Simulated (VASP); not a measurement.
# SnO2 (R3m) in VASP: a series of runs

SnO2 is run at these levels: r2SCAN; tasks: single point.

Everything below comes from runs of VASP 6.6.1. Logs are shortened: lines on timing, memory, paths and dates and some standing lists are left out, and cuts for length are marked.

**1. The cell of the first run**

Symmetry: R3m, No. 160, trigonal system. Conventional cell: a = 6.419 Å, b = 6.419 Å, c = 13.065 Å, α = 90.00°, β = 90.00°, γ = 120.00°. Within 2.6 Å of Sn (site symmetry 3m) lie 6 O at 1.97 to 2.25 Å. Sn (site symmetry m) has 6 O at 2.09 Å within 2.8 Å. Within 2.8 Å of O (site symmetry 3m) lie 3 Sn at 2.09 Å and 3 O at 2.69 Å. Within 2.8 Å of O (site symmetry m) lie 3 Sn at 2.09 to 2.25 Å and 3 O at 2.69 Å. Within 2.8 Å of O (site symmetry 3m) lie 3 Sn at 2.09 Å and 3 O at 2.69 Å. O (site symmetry m) has 3 Sn at 1.97 to 2.09 Å and 3 O at 2.69 Å within 2.7 Å.

**2. Single point, r2SCAN (atom 1 (Sn) moved -0.300 Å along Cartesian [0 0 1])**

POSCAR

```
SnO2
1.0
    0.0000000000      3.7061740619      4.3549526356
   -3.2096408885     -1.8530870310      4.3549526356
    3.2096408885     -1.8530870310      4.3549526356
Sn O
4 8
Direct
    0.4770376377      0.4770376378      0.4770376378
    0.5000000000      0.0000000000      0.0000000000
    0.0000000000      0.0000000000      0.5000000000
    0.0000000000      0.5000000000      0.0000000000
    0.2412464623      0.2412464623      0.2412464623
    0.2412464623      0.7412464623      0.7412464623
    0.7412464623      0.7412464623      0.2412464623
    0.7412464623      0.2412464623      0.7412464623
    0.7587535377      0.7587535377      0.7587535377
    0.7587535377      0.2587535377      0.2587535377
    0.2587535377      0.2587535377      0.7587535377
    0.2587535377      0.7587535377      0.2587535377
```

INCAR.step1

```
SYSTEM = SnO2
ALGO     = Normal         ! electronic algorithm
EDIFF    = 1E-4           ! SCF threshold, eV
ENCUT    = 520            ! plane-wave cutoff, eV
GGA      = PE             ! functional
ISMEAR   = 0              ! smearing method
LASPH    = .True.         ! aspherical terms in the spheres
LCHARG   = .False.        ! write CHGCAR
LREAL    = .False.        ! projectors in reciprocal space
LWAVE    = .True.         ! write WAVECAR
NBANDS   = 64             ! bands
NELM     = 80             ! most SCF steps
PREC     = Accurate       ! precision mode
SIGMA    = 0.05           ! smearing width, eV
```

INCAR.step2

```
SYSTEM = SnO2
ALGO     = Normal         ! electronic algorithm
EDIFF    = 1E-6           ! SCF threshold, eV
ENCUT    = 520            ! plane-wave cutoff, eV
ISIF     = 2              ! what is computed and relaxed
ISMEAR   = 0              ! smearing method
ISTART   = 1            
LASPH    = .True.         ! aspherical terms in the spheres
LCHARG   = .False.        ! write CHGCAR
LMIXTAU  = .True.       
LREAL    = .False.        ! projectors in reciprocal space
LWAVE    = .False.        ! write WAVECAR
METAGGA  = R2SCAN         ! meta-GGA
NBANDS   = 64             ! bands
NELM     = 80             ! most SCF steps
PREC     = Accurate       ! precision mode
SIGMA    = 0.05           ! smearing width, eV
```

KPOINTS

```
k-points
0
Gamma
  6 6 6
  0 0 0
```

Potentials or basis: VASP PAW PBE potentials, release 64 (Sn_d, O).

The run is started by

```bash
cat potpaw_PBE.64/Sn_d/POTCAR potpaw_PBE.64/O/POTCAR > POTCAR
cp INCAR.step1 INCAR
mpirun -np 1 vasp_std > vasp.out
cp INCAR.step2 INCAR
mpirun -np 1 vasp_std > vasp.out
```

OUTCAR:

```text
SYSTEM = SnO2
   EDIFF = 1E-6
   ENCUT = 520
   ISIF = 2
   ISMEAR = 0
   ISTART = 1
   LASPH = .True.
   LREAL = .False.
   METAGGA = R2SCAN
   NELM = 80
   PREC = Accurate

 ion  position               nearest neighbor table
   1  0.477  0.477  0.477-  12 1.97  11 1.97  10 1.97   6 2.25   8 2.25   7 2.25   3 3.22   4 3.22
                             2 3.22   2 3.22   4 3.22   3 3.22
   2  0.500  0.000  0.000-   7 2.09   8 2.09  11 2.09  12 2.09   5 2.09   9 2.09   3 3.21   4 3.21
                             3 3.21   4 3.21   1 3.22   1 3.22
   3  0.000  0.000  0.500-   5 2.09   6 2.09   9 2.09  10 2.09   8 2.09  12 2.09   2 3.21   2 3.21
                             4 3.21   4 3.21   1 3.22   1 3.22
   4  0.000  0.500  0.000-   5 2.09   6 2.09   9 2.09  10 2.09   7 2.09  11 2.09   2 3.21   2 3.21
                             3 3.21   3 3.21   1 3.22   1 3.22
   5  0.241  0.241  0.241-   3 2.09   4 2.09   2 2.09
   6  0.241  0.741  0.741-   3 2.09   4 2.09   1 2.25
   7  0.741  0.741  0.241-   2 2.09   4 2.09   1 2.25
   8  0.741  0.241  0.741-   2 2.09   3 2.09   1 2.25
   9  0.759  0.759  0.759-   3 2.09   4 2.09   2 2.09
  10  0.759  0.259  0.259-   1 1.97   3 2.09   4 2.09
  11  0.259  0.259  0.759-   1 1.97   2 2.09   4 2.09
  12  0.259  0.759  0.259-   1 1.97   2 2.09   3 2.09

  LATTYP: Found a trigonal (rhomboedric) cell.
 ALAT       =     5.7185084275
 COS(alpha) =     0.3699466100

  Lattice vectors:

 A1 = (   0.0000000000,   3.7061740619,   4.3549526356)
 A2 = (  -3.2096408885,  -1.8530870310,   4.3549526356)
 A3 = (   3.2096408885,  -1.8530870310,   4.3549526356)

Analysis of symmetry for initial positions (statically):
=====================================================================
 Subroutine PRICEL returns:
 Original cell was already a primitive cell.

 Routine SETGRP: Setting up the symmetry group for a
 trigonal (rhombohedral) supercell.

 Subroutine GETGRP returns: Found  6 space group operations
 (whereof  6 operations were pure point group operations)
 out of a pool of 12 trial point group operations.

The static configuration has the point symmetry C_3v.

Analysis of symmetry for dynamics (positions and initial velocities):
=====================================================================
 Subroutine PRICEL returns:
 Original cell was already a primitive cell.
[... 137 lines left out ...]
   TEBEG  =    0.0;   TEEND  =   0.0 temperature during run
   PSTRESS=    0.0 pullay stress
   NELECT =     104.0000    total number of electrons
   NUPDOWN=      -1.0000    fix difference up-down
   EMIN   =  10.00;   EMAX   =-10.00  energy-range for DOS
   EFERMI =   0.00;   METHOD = LEGACY
   ISMEAR =     0;   SIGMA  =   0.05  broadening in eV -4-tet -1-fermi 0-gaus
   EFERMI_NEDOS =   21; number of points for ismear=-14 and -15
   IALGO  =     38    algorithm
   IMIX   =      4    mixing-type and parameters
     AMIX     =   0.40;   BMIX     =  1.00
     AMIX_MAG =   1.60;   BMIX_MAG =  1.00
  volume/ion in A,a.u.               =      12.95        87.40
  Fermi-wavevector in a.u.,A,eV,Ry     =   1.431936  2.705967 27.897942  2.050441
  Thomas-Fermi vector in A             =   2.551618
   LORBIT       =      0    0 simple, 1 ext, 2 COOP (PROOUT), +10 PAW based schemes
   METAGGA = R2SCAN    functional components
   LHFCALC =     F    Hartree Fock is set to
   AEXX    =    0.0000 exact exchange contribution
   IVDW    =     0    specifies the selected vdW correction
   LEPSILON=     F    determine dielectric tensor
   LRPA    =     F    only Hartree local field effects (RPA)
 non-spin polarized calculation
 Gauss-broadening in eV      SIGMA  =   0.05
  energy-cutoff  :      520.00
  volume of cell :      155.41
 maximum number of plane-waves:      4210
 NGX is ok and might be reduce to    48
   NGX = 21   NGY = 21   NGZ = 21

 number of electron     104.0000002 magnetization

 Free energy of the ion-electron system (eV)
  ---------------------------------------------------
  ext. energy  EPLUGINS =         0.00000000
  ---------------------------------------------------
  free energy    TOTEN  =      -166.18315143 eV

  energy without entropy =     -166.18315143  energy(sigma->0) =     -166.18315143

 E-fermi :   4.8660     XC(G=0): -11.4574

 val. band max:        4.6633589644   @ k =   0.0000   0.0000   0.0000
 cond. band min:       6.7062638995   @ k =   0.0000   0.0000   0.0000
 fundamental gap:      2.0429049351
 Fermi energy:         4.8659774092

 k-point     1 :       0.0000    0.0000    0.0000
  band No.  band energies     occupation
      1     -17.2073      2.00000
      2     -17.2073      2.00000
      3     -17.1394      2.00000
      4     -16.5693      2.00000
      5     -16.1338      2.00000
      6     -16.1338      2.00000
[... 1597 lines left out ...]
     63      15.0093      0.00000
     64      15.1963      0.00000

 [... further k-points ...]

------------------------ aborting loop because EDIFF is reached ----------------------------------------

  FORCE on cell =-STRESS in cart. coord.  units (eV):
  Direction    XX          YY          ZZ          XY          YZ          ZX
  --------------------------------------------------------------------------------------
  -------------------------------------------------------------------------------------
  Total        3.1848419      3.1848419     -0.4301594      0.0000000      0.0000000      0.0000000
  in kB       32.8330721     32.8330721     -4.4345855      0.0000000      0.0000000      0.0000000
  external PRESSURE =      20.4105196 kB  Pullay stress =       0.0000000 kB

 VOLUME and BASIS-vectors are now :
 -----------------------------------------------------------------------------
  energy-cutoff  :      520.00
  volume of cell :      155.41
      direct lattice vectors                 reciprocal lattice vectors
     0.000000000  3.706174062  4.354952636     0.000000000  0.179880021  0.076541208
    -3.209640889 -1.853087031  4.354952636    -0.155780667 -0.089940010  0.076541207
     3.209640889 -1.853087031  4.354952636     0.155780667 -0.089940010  0.076541207

 POSITION                                       TOTAL-FORCE (eV/Angst)
 -----------------------------------------------------------------------------------
      0.00000     -0.00000      6.23243         0.000000     -0.000000      3.261685
      0.00000      1.85309      2.17748         0.000000      1.064241      0.627978
      1.60482     -0.92654      2.17748         0.921659     -0.532120      0.627978
     -1.60482     -0.92654      2.17748        -0.921659     -0.532120      0.627978
      0.00000     -0.00000      3.15185         0.000000     -0.000000      0.067091
      0.00000     -1.85309      7.50680         0.000000      0.429768     -0.677246
     -1.60482      0.92654      7.50680         0.372190     -0.214884     -0.677246
      1.60482      0.92654      7.50680        -0.372190     -0.214884     -0.677246
      0.00000     -0.00000      9.91301         0.000000      0.000000     -0.293209
      0.00000      1.85309      5.55805         0.000000      1.192696     -0.962587
      1.60482     -0.92654      5.55805         1.032905     -0.596348     -0.962587
     -1.60482     -0.92654      5.55805        -1.032905     -0.596348     -0.962587
 -----------------------------------------------------------------------------------
    total drift:                               -0.000000      0.000000      0.001035

  FREE ENERGIE OF THE ION-ELECTRON SYSTEM (eV)
  ---------------------------------------------------
  free  energy   TOTEN  =      -166.1831514298 eV

  energy  without entropy=     -166.1831514298  energy(sigma->0) =     -166.18315143
```

OUTCAR.step1:

```text
SYSTEM = SnO2
   EDIFF = 1E-4
   ENCUT = 520
   GGA = PE
   ISMEAR = 0
   LASPH = .True.
   LREAL = .False.
   NELM = 80
[... 1872 lines left out ...]
      0.00000      1.85309      5.55805         0.000000      1.220777     -1.330077
      1.60482     -0.92654      5.55805         1.057224     -0.610389     -1.330077
     -1.60482     -0.92654      5.55805        -1.057224     -0.610389     -1.330077
 -----------------------------------------------------------------------------------
    total drift:                               -0.000000      0.000000      0.003845

  FREE ENERGIE OF THE ION-ELECTRON SYSTEM (eV)
  ---------------------------------------------------
  free  energy   TOTEN  =       -72.0523902890 eV

  energy  without entropy=      -72.0523902890  energy(sigma->0) =      -72.05239029
```

It took 12 min on 1 thread of Intel Xeon 6975P-C (Granite Rapids), shared host; peak memory 0.5 GiB.

What came out:

```yaml
Free_energy: -166.1832 eV
Pressure: 2.0 GPa
Largest_force: 3.262 eV/Å
Band_gap_on_the_k_mesh: 2.04 eV
```

Forces on the atoms (eV/Å):
```
Sn   0.000  0.000  3.262
Sn   0.000  1.064  0.628
Sn   0.922 -0.532  0.628
Sn  -0.922 -0.532  0.628
O    0.000  0.000  0.067
O    0.000  0.430 -0.677
O    0.372 -0.215 -0.677
O   -0.372 -0.215 -0.677
O    0.000  0.000 -0.293
O    0.000  1.193 -0.963
O    1.033 -0.596 -0.963
O   -1.033 -0.596 -0.963
```

Stress tensor (GPa, compression positive):
```
 3.28  0.00  0.00
 0.00  3.28  0.00
 0.00  0.00 -0.44
```

Levels at points of the mesh, in eV from the valence-band top:
```tsv
k point	band 49	band 50	band 51	band 52	band 53	band 54	band 55	band 56
(0.00, 0.00, 0.00)	-0.58	-0.22	-0.22	0.00	2.04	5.48	5.48	5.50
(0.50, 0.00, 0.00)	-0.64	-0.38	-0.34	-0.06	4.59	4.76	6.35	6.38
(0.50, 0.50, 0.00)	-0.80	-0.73	-0.34	-0.16	5.03	5.17	6.30	6.36
(0.50, 0.50, 0.50)	-1.08	-1.03	-0.84	-0.84	3.85	5.94	6.02	6.02
```

Caveat: the cell differs from its parent crystal (atom 1 (Sn) moved -0.300 Å along Cartesian [0 0 1]); the PAW data sets were made with another functional, which shifts forces and pressure a little; spin-orbit coupling is left out, which moves the levels of the heavy elements.

**3. Single point, r2SCAN (atom 1 (Sn) moved +0.240 Å along Cartesian [0 0 1])**

POSCAR: that of step 2 with these lines changed.

```diff
@@ -8,3 +8,3 @@
 Direct
-    0.4770376377      0.4770376378      0.4770376378
+    0.5183698898      0.5183698898      0.5183698898
     0.5000000000      0.0000000000      0.0000000000
```

INCAR.step1

```
PREC = Accurate
ENCUT = 520
ISMEAR = 0
SIGMA = 0.05
LREAL = F
LASPH = T
NELM = 100
NBANDS = 64
GGA = PE
ALGO = Normal
EDIFF = 1E-4
LWAVE = T
LCHARG = F
```

INCAR.step2

```
PREC = Accurate
ENCUT = 520
EDIFF = 1E-7
ISMEAR = 0
SIGMA = 0.05
LREAL = F
LASPH = T
NELM = 100
ALGO = Normal
ISIF = 2
LWAVE = F
LCHARG = F
METAGGA = R2SCAN
LMIXTAU = T
NBANDS = 64
ISTART = 1
```

KPOINTS

```
regular mesh
0
Gamma
  6 6 6
```

Potentials or basis: VASP PAW PBE potentials, release 64 (Sn_d, O).

The run is started by

```bash
cat potpaw_PBE.64/Sn_d/POTCAR potpaw_PBE.64/O/POTCAR > POTCAR
cp INCAR.step1 INCAR
mpirun -np 1 vasp_std > vasp.out
cp INCAR.step2 INCAR
mpirun -np 1 vasp_std > vasp.out
```

OUTCAR:

```text
PREC = Accurate
   ENCUT = 520
   EDIFF = 1E-7
   ISMEAR = 0
   LREAL = F
   LASPH = T
   NELM = 100
   ISIF = 2
   METAGGA = R2SCAN
   ISTART = 1

 ion  position               nearest neighbor table
   1  0.518  0.518  0.518-   7 1.99   8 1.99   6 1.99  11 2.22  12 2.22  10 2.22   3 3.22   4 3.22
                             4 3.22   3 3.22   2 3.22   2 3.22
   2  0.500  0.000  0.000-   7 2.09   8 2.09  11 2.09  12 2.09   5 2.09   9 2.09   3 3.21   4 3.21
                             3 3.21   4 3.21   1 3.22   1 3.22
[... 1845 lines left out ...]
 VOLUME and BASIS-vectors are now :
 -----------------------------------------------------------------------------
  energy-cutoff  :      520.00
  volume of cell :      155.41
      direct lattice vectors                 reciprocal lattice vectors
     0.000000000  3.706174062  4.354952636     0.000000000  0.179880021  0.076541208
    -3.209640889 -1.853087031  4.354952636    -0.155780667 -0.089940010  0.076541207
     3.209640889 -1.853087031  4.354952636     0.155780667 -0.089940010  0.076541207

 POSITION                                       TOTAL-FORCE (eV/Angst)
 -----------------------------------------------------------------------------------
      0.00000     -0.00000      6.77243         0.000000      0.000000     -2.720741
      0.00000      1.85309      2.17748         0.000000     -0.849650     -0.510676
      1.60482     -0.92654      2.17748        -0.735818      0.424825     -0.510676
     -1.60482     -0.92654      2.17748         0.735818      0.424825     -0.510676
      0.00000     -0.00000      3.15185         0.000000     -0.000000      0.244289
      0.00000     -1.85309      7.50680         0.000000     -0.901051      0.801593
     -1.60482      0.92654      7.50680        -0.780333      0.450525      0.801593
      1.60482      0.92654      7.50680         0.780333      0.450525      0.801593
      0.00000     -0.00000      9.91301         0.000000      0.000000     -0.047930
      0.00000      1.85309      5.55805         0.000000     -0.400645      0.550543
      1.60482     -0.92654      5.55805        -0.346968      0.200322      0.550543
     -1.60482     -0.92654      5.55805         0.346968      0.200322      0.550543
 -----------------------------------------------------------------------------------
    total drift:                               -0.000000      0.000000      0.001338

  FREE ENERGIE OF THE ION-ELECTRON SYSTEM (eV)
  ---------------------------------------------------
  free  energy   TOTEN  =      -166.3629945265 eV

  energy  without entropy=     -166.3629945265  energy(sigma->0) =     -166.36299453
```

Wall time 13 min (1 thread of Intel Xeon 6975P-C (Granite Rapids), shared host); peak memory 0.5 GiB.

What came out:

```yaml
Free_energy: -166.3630 eV
Pressure: 1.7 GPa
Largest_force: 2.721 eV/Å
Band_gap_on_the_k_mesh: 2.14 eV
```

Forces on the atoms (eV/Å):
```
Sn   0.000  0.000 -2.721
Sn   0.000 -0.850 -0.511
Sn  -0.736  0.425 -0.511
Sn   0.736  0.425 -0.511
O    0.000  0.000  0.244
O    0.000 -0.901  0.802
O   -0.780  0.451  0.802
O    0.780  0.451  0.802
O    0.000  0.000 -0.048
O    0.000 -0.401  0.551
O   -0.347  0.200  0.551
O    0.347  0.200  0.551
```

Caveat: the cell differs from its parent crystal (atom 1 (Sn) moved +0.240 Å along Cartesian [0 0 1]); the PAW data sets were made with another functional, which shifts forces and pressure a little; spin-orbit coupling is left out, which moves the levels of the heavy elements.

**4. Single point, r2SCAN (atom 1 (Sn) moved -0.180 Å along Cartesian [0 0 1])**

POSCAR: that of step 3 with these lines changed.

```diff
@@ -8,3 +8,3 @@
 Direct
-    0.5183698898      0.5183698898      0.5183698898
+    0.4862225826      0.4862225827      0.4862225827
     0.5000000000      0.0000000000      0.0000000000
```

INCAR.step1

```
SYSTEM = SnO2
ALGO = Normal
EDIFF = 1E-4
ENCUT = 520
GGA = PE
ISMEAR = 0
LASPH = .TRUE.
LCHARG = .FALSE.
LREAL = .FALSE.
LWAVE = .TRUE.
NBANDS = 64
NELM = 60
PREC = Accurate
SIGMA = 0.05
```

INCAR.step2

```
SYSTEM = SnO2
ALGO = Normal
EDIFF = 1E-7
ENCUT = 520
ISIF = 2
ISMEAR = 0
ISTART = 1
LASPH = .TRUE.
LCHARG = .TRUE.
LELF = .TRUE.
LMIXTAU = .TRUE.
LREAL = .FALSE.
LVHAR = .TRUE.
LWAVE = .FALSE.
METAGGA = R2SCAN
NBANDS = 64
NELM = 60
PREC = Accurate
SIGMA = 0.05
```

KPOINTS

```
k-points
0
G
  6 6 6
  0 0 0
```

The run is started by

```bash
cat potpaw_PBE.64/Sn_d/POTCAR potpaw_PBE.64/O/POTCAR > POTCAR
cp INCAR.step1 INCAR
mpirun -np 1 vasp_std > vasp.out
cp INCAR.step2 INCAR
mpirun -np 1 vasp_std > vasp.out
```

Wall time 14 min (1 thread of Intel Xeon 6975P-C (Granite Rapids), shared host); peak memory 0.49 GiB.

Results (log left out):

* Free energy: -166.5082 eV
* Pressure: 1.5 GPa
* Largest force: 2.110 eV/Å
* Band gap on the k mesh: 2.22 eV

Forces in eV/Å, atoms in the order of the input:
```
Sn   0.000  0.000  2.110
Sn   0.000  0.636  0.388
Sn   0.551 -0.318  0.388
Sn  -0.551 -0.318  0.388
O    0.000  0.000  0.041
O    0.000  0.345 -0.409
O    0.299 -0.173 -0.409
O   -0.299 -0.173 -0.409
O    0.000  0.000 -0.198
O    0.000  0.632 -0.629
O    0.547 -0.316 -0.629
O   -0.547 -0.316 -0.629
```

Stress tensor (GPa, compression positive):
```
2.19 0.00 0.00
0.00 2.19 0.00
0.00 0.00 0.12
```

Levels at points of the mesh, in eV from the valence-band top:
```csv
k point,band 48,band 49,band 50,band 51,band 52,band 53,band 54,band 55,band 56,band 57
"(0.00, 0.00, 0.00)",-0.59,-0.38,-0.15,-0.15,0.00,2.22,5.66,5.66,5.66,6.26
"(0.50, 0.00, 0.00)",-0.68,-0.53,-0.39,-0.26,-0.06,4.81,4.90,6.51,6.53,7.39
"(0.50, 0.50, 0.00)",-0.85,-0.82,-0.67,-0.25,-0.16,5.22,5.30,6.48,6.50,8.10
"(0.50, 0.50, 0.50)",-1.06,-1.05,-0.95,-0.88,-0.88,4.01,6.14,6.18,6.18,6.45
```

Caveat: the cell differs from its parent crystal (atom 1 (Sn) moved -0.180 Å along Cartesian [0 0 1]); the PAW data sets were made with another functional, which shifts forces and pressure a little; spin-orbit coupling is left out, which moves the levels of the heavy elements.

**5. The runs side by side**

| cell | gap on the mesh (eV) | pressure (GPa) | largest force (eV/Å) |
| --- | --- | --- | --- |
| as given, atomic positions A | 2.04 | 2.0 | 3.26 |
| as given, atomic positions B | 2.14 | 1.7 | 2.72 |
| as given, atomic positions C | 2.22 | 1.5 | 2.11 |

Alike in all rows: task single point; level r2SCAN; potentials or basis VASP PAW PBE potentials, release 64 (Sn_d, O); no spin polarisation; k mesh 6 × 6 × 6; cutoff (eV) 520; smearing gaussian 0.05 eV.

Caveats: the PAW data sets were made with another functional, which shifts forces and pressure a little; spin-orbit coupling is left out, which moves the levels of the heavy elements.

Absolute energies hang on the potentials; compare differences alone.
